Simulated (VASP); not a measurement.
# AlN (Fm-3m) in VASP: notebook, part 2 of 2

VASP 6.6.1. Earlier steps stand in the parts before.

**3. Single point, PBE (7.43 Å³/atom)**

This run uses another cell than the first one, of 7.43 Å³/atom.

INCAR reads:

```
PREC     = Accurate       # precision mode
ENCUT    = 600            # plane-wave cutoff, eV
EDIFF    = 1E-6           # SCF threshold, eV
ISMEAR   = -1             # smearing method
SIGMA    = 0.02           # smearing width, eV
LREAL    = F              # projectors in reciprocal space
LASPH    = T              # aspherical terms in the spheres
NELM     = 120            # most SCF steps
ALGO     = Normal         # electronic algorithm
ISIF     = 2              # what is computed and relaxed
LWAVE    = F              # write WAVECAR
LCHARG   = F              # write CHGCAR
GGA      = PE             # functional
NBANDS   = 11             # bands
GGA_COMPAT= F
```

KPOINTS reads:

```
Automatic mesh
0
Gamma
  13 13 13
```

POSCAR reads:

```
AlN
1.0
    0.0000000000      1.9512669932      1.9512669932
    1.9512669932      0.0000000000      1.9512669932
    1.9512669932      1.9512669932      0.0000000000
Al N
1 1
Direct
    0.0000000000      0.0000000000      0.0000000000
    0.5000000000      0.5000000000      0.5000000000
```

Potentials or basis: VASP PAW PBE potentials, release 64 (Al, N).

Started as:

```
$ cat potpaw_PBE.64/Al/POTCAR potpaw_PBE.64/N/POTCAR > POTCAR
$ mpirun -np 1 vasp_std > vasp.out
```

Wall time 5.1 s (1 thread of Intel Xeon 6975P-C (Granite Rapids), shared host); peak memory 0.14 GiB.

It converged, with:

```yaml
Free_energy: -14.3195 eV
Pressure: 40.4 GPa
Band_gap_on_the_k_mesh: 5.16 eV (least direct gap 7.30 eV)
```

Levels at points of the mesh, in eV from the valence-band top:
```tsv
k point	band 1	band 2	band 3	band 4	band 5	band 6	band 7	band 8	band 9
(0.00, 0.00, 0.00)	-18.56	0.00	0.00	0.00	7.30	12.50	12.50	12.50	17.94
```

Caveat: the cell stands under pressure; an odd mesh through Γ misses points on the zone boundary, where band edges can lie.

**4. Single point, PBE (7.58 Å³/atom)**

This run uses another cell than the first one, of 7.58 Å³/atom.

INCAR reads:

```
SYSTEM = AlN
  ALGO = Normal
  EDIFF = 1E-6
  ENCUT = 600
  GGA = PE
  GGA_COMPAT = .False.
  ISIF = 2
  ISMEAR = -1
  LASPH = .True.
  LCHARG = .True.
  LELF = .True.
  LREAL = .False.
  LVHAR = .True.
  LWAVE = .False.
  NBANDS = 11
  NELM = 120
  PREC = Accurate
  SIGMA = 0.02
```

KPOINTS reads:

```
k-points
0
Gamma
  13 13 13
  0 0 0
```

POSCAR reads:

```
AlN
1.0
    0.0000000000      1.9647244322      1.9647244322
    1.9647244322      0.0000000000      1.9647244322
    1.9647244322      1.9647244322      0.0000000000
Al N
1 1
Direct
    0.0000000000      0.0000000000      0.0000000000
    0.5000000000      0.5000000000      0.5000000000
```

Started as:

```
$ cat potpaw_PBE.64/Al/POTCAR potpaw_PBE.64/N/POTCAR > POTCAR
$ mpirun -np 1 vasp_std > vasp.out
```

Run time: 5.6 s. Hardware: 1 thread of Intel Xeon 6975P-C (Granite Rapids), shared host; peak memory 0.14 GiB.

It converged, with:

| Property | Result |
| --- | --- |
| Free energy | -14.3903 eV |
| Pressure | 32.4 GPa |
| Band gap on the k mesh | 5.20 eV (least direct gap 6.97 eV) |

Levels at points of the mesh, in eV from the valence-band top:
```tsv
k point	band 2	band 3	band 4	band 5	band 6	band 7
(0.00, 0.00, 0.00)	0.00	0.00	0.00	6.97	12.44	12.44
```

Caveat: the cell stands under pressure; an odd mesh through Γ misses points on the zone boundary, where band edges can lie.

**5. Single point, PBE (7.89 Å³/atom)**

This run uses another cell than the first one, of 7.89 Å³/atom.

INCAR reads:

```
PREC     = Accurate       # precision mode
ENCUT    = 600            # plane-wave cutoff, eV
EDIFF    = 1E-6           # SCF threshold, eV
ISMEAR   = -1             # smearing method
SIGMA    = 0.02           # smearing width, eV
LREAL    = False          # projectors in reciprocal space
LASPH    = True           # aspherical terms in the spheres
NELM     = 120            # most SCF steps
ALGO     = Normal         # electronic algorithm
ISIF     = 2              # what is computed and relaxed
LWAVE    = False          # write WAVECAR
LCHARG   = False          # write CHGCAR
GGA      = PE             # functional
NBANDS   = 11             # bands
GGA_COMPAT= False
```

KPOINTS reads:

```
Automatic mesh
0
Gamma
  13 13 13
```

POSCAR reads:

```
AlN
1.0
    0.0000000000      1.9910997195      1.9910997195
    1.9910997195      0.0000000000      1.9910997195
    1.9910997195      1.9910997195      0.0000000000
Al N
1 1
Direct
    0.0000000000      0.0000000000      0.0000000000
    0.5000000000      0.5000000000      0.5000000000
```

Started as:

```
$ cat potpaw_PBE.64/Al/POTCAR potpaw_PBE.64/N/POTCAR > POTCAR
$ mpirun -np 1 vasp_std > vasp.out
```

Wall time 5.6 s (1 thread of Intel Xeon 6975P-C (Granite Rapids), shared host); peak memory 0.14 GiB.

It converged, with:

| Quantity | Value |
| --- | --- |
| Free energy | -14.4888 eV |
| Pressure | 18.4 GPa |
| Band gap on the k mesh | 5.15 eV (least direct gap 6.35 eV) |

Levels at points of the mesh, in eV from the valence-band top:
| k point | band 2 | band 3 | band 4 | band 5 | band 6 | band 7 |
| --- | --- | --- | --- | --- | --- | --- |
| (0.00, 0.00, 0.00) | 0.00 | 0.00 | 0.00 | 6.35 | 12.31 | 12.31 |

Caveat: the cell stands under pressure; an odd mesh through Γ misses points on the zone boundary, where band edges can lie.

**6. Single point, PBE (8.05 Å³/atom)**

This run uses another cell than the first one, of 8.05 Å³/atom.

INCAR reads:

```
SYSTEM = AlN
ALGO = Normal ; EDIFF = 1E-6
ENCUT = 600 ; GGA = PE
GGA_COMPAT = .FALSE. ; ISIF = 2
ISMEAR = -1 ; LASPH = .TRUE.
LCHARG = .FALSE. ; LREAL = .FALSE.
LWAVE = .FALSE. ; NBANDS = 11
NELM = 120 ; PREC = Accurate
SIGMA = 0.02
```

KPOINTS reads:

```
k-points
0
G
  13 13 13
  0 0 0
```

POSCAR reads:

```
AlN
1.0
    0.0000000000      2.0040293008      2.0040293008
    2.0040293008      0.0000000000      2.0040293008
    2.0040293008      2.0040293008      0.0000000000
Al N
1 1
Direct
    0.0000000000      0.0000000000      0.0000000000
    0.5000000000      0.5000000000      0.5000000000
```

Potentials or basis: VASP PAW PBE potentials, release 64 (Al, N).

Started as:

```
$ cat potpaw_PBE.64/Al/POTCAR potpaw_PBE.64/N/POTCAR > POTCAR
$ mpirun -np 1 vasp_std > vasp.out
```

OUTCAR:

```text
SYSTEM = AlN
   EDIFF = 1E-6
   ENCUT = 600
   GGA = PE
   ISIF = 2
   ISMEAR = -1
   LASPH = .TRUE.
   LREAL = .FALSE.
   NELM = 120
   PREC = Accurate

 ion  position               nearest neighbor table
   1  0.000  0.000  0.000-   2 2.00   2 2.00   2 2.00   2 2.00   2 2.00   2 2.00
   2  0.500  0.500  0.500-   1 2.00   1 2.00   1 2.00   1 2.00   1 2.00   1 2.00

  LATTYP: Found a face centered cubic cell.
 ALAT       =     4.0080586016

  Lattice vectors:

[... 523 lines left out ...]

  FORCE on cell =-STRESS in cart. coord.  units (eV):
  Direction    XX          YY          ZZ          XY          YZ          ZX
  --------------------------------------------------------------------------------------
  -------------------------------------------------------------------------------------
  Total        1.2416755      1.2416755      1.2416755     -0.0000000     -0.0000000     -0.0000000
  in kB      123.5880556    123.5880556    123.5880556     -0.0000000     -0.0000000     -0.0000000
  external PRESSURE =     123.5880556 kB  Pullay stress =       0.0000000 kB

 VOLUME and BASIS-vectors are now :
 -----------------------------------------------------------------------------
  energy-cutoff  :      600.00
  volume of cell :       16.10
      direct lattice vectors                 reciprocal lattice vectors
     0.000000000  2.004029301  2.004029301    -0.249497350  0.249497350  0.249497350
     2.004029301  0.000000000  2.004029301     0.249497350 -0.249497350  0.249497350
     2.004029301  2.004029301  0.000000000     0.249497350  0.249497350 -0.249497350

 POSITION                                       TOTAL-FORCE (eV/Angst)
 -----------------------------------------------------------------------------------
      0.00000      0.00000      0.00000        -0.000000      0.000000     -0.000000
      2.00403      2.00403      2.00403         0.000000     -0.000000      0.000000
 -----------------------------------------------------------------------------------
    total drift:                               -0.000000     -0.000000      0.000000

  FREE ENERGIE OF THE ION-ELECTRON SYSTEM (eV)
  ---------------------------------------------------
  free  energy   TOTEN  =       -14.5190129511 eV

  energy  without entropy=      -14.5190129511  energy(sigma->0) =      -14.51901295
```

It took 5.2 s on 1 thread of Intel Xeon 6975P-C (Granite Rapids), shared host; peak memory 0.14 GiB.

What came out:

```yaml
Free_energy: -14.5190 eV
Pressure: 12.4 GPa
Band_gap_on_the_k_mesh: 4.96 eV (least direct gap 6.06 eV)
```

Caveat: the cell stands under pressure; an odd mesh through Γ misses points on the zone boundary, where band edges can lie.

**7. The runs side by side**

```tsv
cell	gap on the mesh (eV)	pressure (GPa)
a = 2.740 Å, angles 60.0°, 2 atoms	5.11	49.3
a = 2.760 Å, angles 60.0°, 2 atoms	5.16	40.4
a = 2.779 Å, angles 60.0°, 2 atoms	5.20	32.4
a = 2.816 Å, angles 60.0°, 2 atoms	5.15	18.4
a = 2.834 Å, angles 60.0°, 2 atoms	4.96	12.4
```

Alike in all rows: task single point; level PBE; potentials or basis VASP PAW PBE potentials, release 64 (Al, N); no spin polarisation; k mesh 13 × 13 × 13; cutoff (eV) 600; smearing fermi-dirac 0.02 eV.

Caveats: the cell stands under pressure; an odd mesh through Γ misses points on the zone boundary, where band edges can lie.

Absolute energies hang on the potentials; compare differences alone.
